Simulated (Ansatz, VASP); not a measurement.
Co: VASP beside Ansatz

The input INCAR:

```
SYSTEM = Co
  PREC = Accurate
  ENCUT = 520
  EDIFF = 1E-8
  ISMEAR = -1
  SIGMA = 0.05
  LREAL = .FALSE.
  LASPH = .TRUE.
  NELM = 150
  ALGO = Normal
  ISIF = 2
  LWAVE = .FALSE.
  LCHARG = .FALSE.
  ISPIN = 2
  MAGMOM = 2 2
  LORBIT = 11
  LMAXMIX = 4
  GGA = PS
  LEFG = .TRUE.
  NBANDS = 20
```

Contents of KPOINTS:

```
Automatic mesh
0
G
  19 19 10
  0 0 0
```

File POSCAR:

```
Co
1.0
    2.5105760544      0.0000000000      0.0000000000
   -1.2552880272      2.1742226413      0.0000000000
    0.0000000000      0.0000000000      4.0773176236
Co
2
Direct
    0.3333333333      0.6666666667      0.2500000000
    0.6666666667      0.3333333333      0.7500000000
```

Input for Ansatz:

```yaml
crystal:
  lattice:
    - [2.5105760544, 0.0, 0.0]
    - [-1.2552880272, 2.1742226413, 0.0]
    - [0.0, 0.0, 4.0773176236]
  atoms:
    - { symbol: Co, position: [0.3333333333, 0.6666666667, 0.25], spin: 2.0 }
    - { symbol: Co, position: [0.6666666667, 0.3333333333, 0.75], spin: 2.0 }
magnetization:
  spin_polarized: true
kpoints:
  mp_grid: { grid: [19, 19, 10] }
scf:
  occupations: { method: fermi_dirac, width: 0.05 }
hamiltonian:
  xc: pbesol
  pseudopotentials: { kind: all_electron, datasets: crystal }
output:
  forces: true
  stress: true
  eigenvalues: true
  efg: { contact_densities: true }
```

Change from the starting cell: volume scaled by 0.99, crystal datasets.

Alike in both runs: task electric field gradients; functional PBEsol; k mesh 19 × 19 × 10; occupations fermi-dirac, width 0.05 eV; collinear spin.

```csv
,VASP,Ansatz
version,VASP 6.6.1,Ansatz 0.2.0
potentials or method,"VASP PAW PBE potentials, release 64 (Co), cutoff 520 eV","all-electron PAW with datasets made for the crystal, scalar-relativistic"
```

```tsv
	VASP	Ansatz	Ansatz less VASP
pressure (GPa)	-15.0	-14.5	+0.48
traceless stress, the component that is largest in VASP (GPa)	-1.04	-0.95	+0.094
net moment per atom (μB)	1.63	1.64	+0.010
size of the moment on the site where the two differ most (μB)	1.65	1.71	+0.061
size of Vzz on the site where it differs most (V/Å²)	2.0	1.7	-0.30
```

VASP's potentials were made for PBE, not for PBEsol. Site moments also hang on the region over which each program counts them. Ansatz ran all-electron here, and VASP with PAW potentials. Ansatz's warnings: stability check not made.
